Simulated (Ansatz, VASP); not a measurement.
# One calculation of Lu, two programs

Contents of INCAR:

```
SYSTEM = Lu
PREC = Accurate
ENCUT = 520
EDIFF = 1E-7
ISMEAR = -1
SIGMA = 0.05
LREAL = .FALSE.
LASPH = .TRUE.
NELM = 80
ALGO = Normal
ISIF = 2
LWAVE = .FALSE.
LCHARG = .FALSE.
GGA = PE
NBANDS = 44
```

KPOINTS

```
Automatic mesh
0
G
  10 10 10
  0 0 0
```

File POSCAR:

```
Lu
1.0
    1.7407333994      1.0050128967      8.4851473122
   -1.7407333994      1.0050128967      8.4851473122
    0.0000000000     -2.0100257934      8.4851473122
Lu
3
Direct
    0.0000000000      0.0000000000      0.0000000000
    0.7783086100      0.7783086100      0.7783086100
    0.2216913900      0.2216913900      0.2216913900
```

Input for Ansatz:

```yaml
crystal:
  lattice:
    - [1.7407333994, 1.0050128967, 8.4851473122]
    - [-1.7407333994, 1.0050128967, 8.4851473122]
    - [0.0, -2.0100257934, 8.4851473122]
  atoms:
    - { symbol: Lu, position: [0.0, 0.0, 0.0] }
    - { symbol: Lu, position: [0.77830861, 0.77830861, 0.77830861] }
    - { symbol: Lu, position: [0.22169139, 0.22169139, 0.22169139] }
kpoints:
  mp_grid: { grid: [10, 10, 10] }
scf:
  occupations: { method: fermi_dirac, width: 0.05 }
  lower_state_search: "off"
hamiltonian:
  xc: pbe
  pseudopotentials: { kind: paw }
output:
  forces: true
  stress: true
  eigenvalues: true
```

Alike in both runs: task single point; functional PBE; k mesh 10 × 10 × 10; occupations fermi-dirac, width 0.05 eV; no spin polarisation.

```csv
,VASP,Ansatz
version,VASP 6.6.1,Ansatz 0.2.0
potentials or method,"VASP PAW PBE potentials, release 64 (Lu)","PAW with Ansatz's default frozen-core files, scalar-relativistic"
plane-wave cutoff (eV),520,420
valence electrons in the cell,75,75
```

VASP gave:

```
pressure (GPa)                                                : -0.9
traceless stress, the component that is largest in VASP (GPa) : -0.96
```

Task: Which values does Ansatz return?

Result: Pressure (GPa): -1.0; traceless stress, the component that is largest in VASP (GPa): -0.97.

Neither program's run includes spin-orbit coupling.
